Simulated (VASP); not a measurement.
# AlNi (Cmmm) in VASP: further runs

AlNi is run at these levels: PBEsol; tasks: single point.

All numbers are computed with VASP 6.6.1; they aren't measurements. Logs are shortened: lines on timing, memory, paths and dates and some standing lists are left out, and cuts for length are marked.

### 1 The cell of the first run

It takes space group Cmmm (No. 65, orthorhombic). The conventional cell has a = 3.851 Å, b = 3.880 Å, c = 3.079 Å, α = 90.00°, β = 90.00°, γ = 90.00°. Ni (site symmetry mmm) has 8 Al at 2.47 to 2.48 Å and 6 Ni at 2.73 to 3.08 Å within 3.3 Å. Al (site symmetry mmm) has 8 Ni at 2.47 to 2.48 Å and 6 Al at 2.73 to 3.08 Å within 3.3 Å.

### 2 Single point, PBEsol, collinear spin, ferromagnetic start

Input file INCAR:

```
SYSTEM = AlNi
  ALGO = Fast
  EDIFF = 1E-7
  ENCUT = 520
  GGA = PS
  ISIF = 2
  ISMEAR = -1
  ISPIN = 2
  LASPH = .TRUE.
  LCHARG = .TRUE.
  LELF = .TRUE.
  LMAXMIX = 4
  LORBIT = 11
  LREAL = .FALSE.
  LVHAR = .TRUE.
  LWAVE = .FALSE.
  MAGMOM = 1 0
  NBANDS = 18
  NELM = 150
  PREC = Accurate
  SIGMA = 0.05
```

Input file KPOINTS:

```
k-points
0
G
  10 10 9
  0 0 0
```

Input file POSCAR:

```
AlNi
1.0
    1.9256822388     -1.9400810963      0.0000000000
    1.9256822388      1.9400810963      0.0000000000
    0.0000000000      0.0000000000      3.0786278706
Ni Al
1 1
Direct
    0.5000000000      0.5000000000      0.5000000000
    0.0000000000      0.0000000000      0.0000000000
```

Potentials or basis: VASP PAW PBE potentials, release 64 (Ni, Al).

The run is started by

```
$ cat potpaw_PBE.64/Ni/POTCAR potpaw_PBE.64/Al/POTCAR > POTCAR
$ mpirun -np 1 vasp_std > vasp.out
```

OUTCAR:

```text
SYSTEM = AlNi
   EDIFF = 1E-7
   ENCUT = 520
   GGA = PS
   ISIF = 2
   ISMEAR = -1
   ISPIN = 2
   LASPH = .TRUE.
   LORBIT = 11
   LREAL = .FALSE.
   NELM = 150
   PREC = Accurate

 ion  position               nearest neighbor table
   1  0.500  0.500  0.500-   2 2.47   2 2.47   2 2.47   2 2.47   2 2.48   2 2.48   2 2.48   2 2.48

   2  0.000  0.000  0.000-   1 2.47   1 2.47   1 2.47   1 2.47   1 2.48   1 2.48   1 2.48   1 2.48

  LATTYP: Found a base centered orthorhombic cell.
 ALAT       =     3.8513644776
 B/A-ratio  =     1.0074772760
 C/A-ratio  =     0.7993603017

  Lattice vectors:

 A1 = (   1.9256822388,  -1.9400810963,   0.0000000000)
 A2 = (   1.9256822388,   1.9400810963,   0.0000000000)
 A3 = (   0.0000000000,   0.0000000000,   3.0786278706)

Analysis of symmetry for initial positions (statically):
=====================================================================
 Subroutine PRICEL returns:
 Original cell was already a primitive cell.

 Routine SETGRP: Setting up the symmetry group for a
 base centered orthorhombic supercell.

 Subroutine GETGRP returns: Found  8 space group operations
 (whereof  8 operations were pure point group operations)
 out of a pool of  8 trial point group operations.

The static configuration has the point symmetry D_2h.

Analysis of symmetry for dynamics (positions and initial velocities):
=====================================================================
 Subroutine PRICEL returns:
 Original cell was already a primitive cell.

 Routine SETGRP: Setting up the symmetry group for a
 base centered orthorhombic supercell.

 Subroutine GETGRP returns: Found  8 space group operations
 (whereof  8 operations were pure point group operations)
 out of a pool of  8 trial point group operations.

The dynamic configuration has the point symmetry D_2h.

Analysis of structural, dynamic, and magnetic symmetry:
=====================================================================
 Subroutine PRICEL returns:
 Original cell was already a primitive cell.

 Routine SETGRP: Setting up the symmetry group for a
 base centered orthorhombic supercell.

 Subroutine GETGRP returns: Found  8 space group operations
 (whereof  8 operations were pure point group operations)
 out of a pool of  8 trial point group operations.

The overall configuration has the point symmetry D_2h.

 Subroutine INISYM returns: Found  8 space group operations
 (whereof  8 operations are pure point group operations),
 and found     1 'primitive' translations

----------------------------------------------------------------------------------------

[... 116 lines left out ...]
   LORBIT       =     11    0 simple, 1 ext, 2 COOP (PROOUT), +10 PAW based schemes
   GGA     = PS    functional components
   LHFCALC =     F    Hartree Fock is set to
   AEXX    =    0.0000 exact exchange contribution
   IVDW    =     0    specifies the selected vdW correction
   LEPSILON=     F    determine dielectric tensor
   LRPA    =     F    only Hartree local field effects (RPA)
 spin polarized calculation
 RMM-DIIS sequential band-by-band and
  energy-cutoff  :      520.00
  volume of cell :       23.00
 maximum number of plane-waves:       632
   NGX = 11   NGY = 11   NGZ = 11

 number of electron      13.0000021 magnetization       0.0029833

 number of electron      13.0000021 magnetization      -0.0003806

 Free energy of the ion-electron system (eV)
  ---------------------------------------------------
  ext. energy  EPLUGINS =         0.00000000
  ---------------------------------------------------
  free energy    TOTEN  =       -11.53888365 eV

  energy without entropy =      -11.53159088  energy(sigma->0) =      -11.53523726

 E-fermi :  10.4119     XC(G=0): -12.3556

 val. band max:       10.4004312027   @ k =   0.4000   0.2000   0.1111
 cond. band min:      10.4124895806   @ k =  -0.4000   0.2000   0.1111
 fundamental gap:      0.0120583780
 Fermi energy:        10.4119059979

 spin component 1

 k-point     1 :       0.0000    0.0000    0.0000
  band No.  band energies     occupation
      1      -1.0133      1.00000
      2       6.8884      1.00000
      3       7.0366      1.00000
      4       8.7141      1.00000
      5       8.7339      1.00000
      6       9.0350      1.00000
[... 493 lines left out ...]
     17      33.8343      0.00000
     18      34.9143      0.00000

 [... further k-points ...]

 spin component 2

 k-point     1 :       0.0000    0.0000    0.0000
  band No.  band energies     occupation
      1      -1.0133      1.00000
      2       6.8882      1.00000
      3       7.0363      1.00000
      4       8.7138      1.00000
      5       8.7336      1.00000
      6       9.0348      1.00000
[... 493 lines left out ...]
     17      33.8342      0.00000
     18      34.9142      0.00000

 [... further k-points ...]

------------------------ aborting loop because EDIFF is reached ----------------------------------------

  FORCE on cell =-STRESS in cart. coord.  units (eV):
  Direction    XX          YY          ZZ          XY          YZ          ZX
  --------------------------------------------------------------------------------------
  -------------------------------------------------------------------------------------
  Total        1.1211314      0.8679714     -0.1094134     -0.0000000      0.0000000      0.0000000
  in kB       78.0864026     60.4538992     -7.6206059     -0.0000000      0.0000000      0.0000000
  external PRESSURE =      43.6398987 kB  Pullay stress =       0.0000000 kB

 VOLUME and BASIS-vectors are now :
 -----------------------------------------------------------------------------
  energy-cutoff  :      520.00
  volume of cell :       23.00
      direct lattice vectors                 reciprocal lattice vectors
     1.925682239 -1.940081096  0.000000000     0.259648238 -0.257721185  0.000000000
     1.925682239  1.940081096  0.000000000     0.259648238  0.257721185  0.000000000
     0.000000000  0.000000000  3.078627871     0.000000000  0.000000000  0.324820031

 POSITION                                       TOTAL-FORCE (eV/Angst)
 -----------------------------------------------------------------------------------
      1.92568      0.00000      1.53931         0.000000     -0.000000      0.000000
      0.00000      0.00000      0.00000        -0.000000      0.000000      0.000000
 -----------------------------------------------------------------------------------
    total drift:                                0.000000      0.000000      0.000000

  FREE ENERGIE OF THE ION-ELECTRON SYSTEM (eV)
  ---------------------------------------------------
  free  energy   TOTEN  =       -11.5388836476 eV

  energy  without entropy=      -11.5315908758  energy(sigma->0) =      -11.53523726

 total charge

# of ion       s       p       d       tot
------------------------------------------
    1        0.499   0.554   8.491   9.544
    2        0.389   0.433   0.000   0.822
--------------------------------------------------
tot          0.888   0.987   8.491  10.366

 magnetization (x)

# of ion       s       p       d       tot
------------------------------------------
    1       -0.000   0.000  -0.000  -0.000
    2        0.000  -0.000   0.000  -0.000
--------------------------------------------------
tot         -0.000  -0.000  -0.000  -0.000
```

OSZICAR:

```text
N       E                     dE             d eps       ncg     rms          rms(c)
DAV:   1     0.447603204588E+02    0.44760E+02   -0.52838E+03 11584   0.803E+02
DAV:   2    -0.105222381488E+02   -0.55283E+02   -0.48547E+02 12082   0.163E+02
DAV:   3    -0.131903748115E+02   -0.26681E+01   -0.26165E+01 13368   0.369E+01
DAV:   4    -0.132243735855E+02   -0.33999E-01   -0.33970E-01 13006   0.370E+00
DAV:   5    -0.132251041692E+02   -0.73058E-03   -0.73053E-03 13256   0.589E-01    0.137E+01
RMM:   6    -0.155552415839E+02   -0.23301E+01   -0.11451E+01 14322   0.339E+01    0.183E+01
RMM:   7    -0.115602037205E+02    0.39950E+01   -0.27988E+00 13463   0.160E+01    0.146E+00
RMM:   8    -0.115505500026E+02    0.96537E-02   -0.84079E-02 12895   0.258E+00    0.831E-01
RMM:   9    -0.115413541989E+02    0.91958E-02   -0.16536E-02 13620   0.784E-01    0.658E-01
RMM:  10    -0.115389226214E+02    0.24316E-02   -0.27802E-03 15269   0.496E-01    0.165E-01
RMM:  11    -0.115388881194E+02    0.34502E-04   -0.44506E-04 15400   0.146E-01    0.113E-01
RMM:  12    -0.115388854960E+02    0.26234E-05   -0.11554E-04 17149   0.696E-02    0.650E-02
RMM:  13    -0.115388845920E+02    0.90399E-06   -0.29685E-05 15737   0.359E-02    0.227E-02
RMM:  14    -0.115388834649E+02    0.11270E-05   -0.94627E-06 15490   0.231E-02    0.637E-03
RMM:  15    -0.115388835941E+02   -0.12921E-06   -0.28314E-06 17577   0.889E-03    0.524E-03
RMM:  16    -0.115388836476E+02   -0.53408E-07   -0.26442E-07 11297   0.304E-03
   1 F= -.11538884E+02 E0= -.11535237E+02  d E =-.729277E-02  mag=     0.0001
```

Wall time 3.2 min (1 thread of Intel Xeon 8259CL, shared host); peak memory 0.21 GiB.

Results:

| Property | Result |
| --- | --- |
| Free energy | -11.5389 eV |
| Pressure | 4.4 GPa |
| Net moment | 0.00 μB per cell |
| Valence electrons inside the program's atomic spheres | Ni 9.54; Al 0.82 |

Stress tensor (GPa, compression positive):
```
 7.81  0.00  0.00
 0.00  6.05  0.00
 0.00  0.00 -0.76
```

Levels at points of the mesh, in eV from the Fermi level:
Spin up:
```csv
k point,band 5,band 6,band 7,band 8,band 9,band 10
"(0.00, 0.00, 0.00)",-1.68,-1.38,2.99,7.16,7.20,7.27
"(0.50, 0.00, 0.00)",-2.12,-1.56,-0.35,7.85,7.97,9.57
"(0.50, 0.50, 0.00)",-2.47,-2.35,-0.86,2.27,3.43,11.00
```
Spin down:
| k point | band 3 | band 4 | band 5 | band 6 | band 7 | band 8 | band 9 | band 10 | band 11 | band 12 |
| --- | --- | --- | --- | --- | --- | --- | --- | --- | --- | --- |
| (0.00, 0.00, 0.00) | -3.38 | -1.70 | -1.68 | -1.38 | 2.99 | 7.16 | 7.20 | 7.27 | 8.74 | 14.98 |
| (0.50, 0.00, 0.00) | -2.88 | -2.82 | -2.12 | -1.56 | -0.35 | 7.85 | 7.97 | 9.57 | 11.74 | 12.97 |
| (0.50, 0.50, 0.00) | -2.51 | -2.51 | -2.47 | -2.35 | -0.86 | 2.27 | 3.43 | 11.00 | 13.68 | 13.82 |

Caveat: the stress differs along the axes, from -1 to 8 GPa; the moments typed at the start vanished in this run; the PAW data sets were made with another functional, which shifts forces and pressure a little.

### 3 Single point, PBEsol, collinear spin, ferromagnetic start

This run uses another cell than the first one, of 11.97 Å³/atom.

Input file INCAR:

```
PREC = Accurate ; ENCUT = 520
EDIFF = 1E-7 ; ISMEAR = -1
SIGMA = 0.05 ; LREAL = F
LASPH = T ; NELM = 150
ALGO = Normal ; ISIF = 2
LWAVE = F ; LCHARG = F
ISPIN = 2 ; MAGMOM = 1 0
LORBIT = 11 ; LMAXMIX = 4
GGA = PS ; NBANDS = 18
```

Input file KPOINTS:

```
Automatic mesh
0
Gamma
  10 10 9
```

Input file POSCAR:

```
AlNi
1.0
    1.9515334073     -1.9661255611      0.0000000000
    1.9515334073      1.9661255611      0.0000000000
    0.0000000000      0.0000000000      3.1199566663
Ni Al
1 1
Direct
    0.5000000000      0.5000000000      0.5000000000
    0.0000000000      0.0000000000      0.0000000000
```

Potentials or basis: VASP PAW PBE potentials, release 64 (Ni, Al).

The run is started by

```
$ cat potpaw_PBE.64/Ni/POTCAR potpaw_PBE.64/Al/POTCAR > POTCAR
$ mpirun -np 1 vasp_std > vasp.out
```

It took 3 min on 1 thread of Intel Xeon 8259CL, shared host; peak memory 0.22 GiB.

The run converged. Its results:

| Property | Result |
| --- | --- |
| Free energy | -11.5429 eV |
| Pressure | -2.7 GPa |
| Net moment | 0.00 μB per cell |
| Valence electrons inside the program's atomic spheres | Ni 9.47; Al 0.80 |

Stress tensor (GPa, compression positive):
```
 0.39  0.00  0.00
 0.00 -1.18  0.00
 0.00  0.00 -7.31
```

Levels at points of the mesh, in eV from the Fermi level:
Spin up:
```csv
k point,band 3,band 4,band 5,band 6,band 7,band 8,band 9,band 10,band 11,band 12
"(0.00, 0.00, 0.00)",-3.18,-1.61,-1.59,-1.30,2.90,6.94,6.99,7.12,8.61,14.29
"(0.50, 0.00, 0.00)",-2.71,-2.68,-2.00,-1.48,-0.34,7.72,7.92,9.23,11.52,12.52
"(0.50, 0.50, 0.00)",-2.37,-2.37,-2.37,-2.25,-0.81,2.18,3.21,10.62,13.37,13.50
```
Spin down:
| k point | band 3 | band 4 | band 5 | band 6 | band 7 | band 8 | band 9 | band 10 | band 11 | band 12 |
| --- | --- | --- | --- | --- | --- | --- | --- | --- | --- | --- |
| (0.00, 0.00, 0.00) | -3.18 | -1.61 | -1.59 | -1.30 | 2.90 | 6.94 | 6.99 | 7.12 | 8.61 | 14.29 |
| (0.50, 0.00, 0.00) | -2.71 | -2.68 | -2.00 | -1.48 | -0.34 | 7.72 | 7.92 | 9.23 | 11.52 | 12.52 |
| (0.50, 0.50, 0.00) | -2.37 | -2.37 | -2.37 | -2.25 | -0.81 | 2.18 | 3.21 | 10.62 | 13.37 | 13.50 |

Caveat: the stress differs along the axes, from -7 to 0 GPa; the moments typed at the start vanished in this run; the PAW data sets were made with another functional, which shifts forces and pressure a little.

(Part 1 of 3 ends here.)
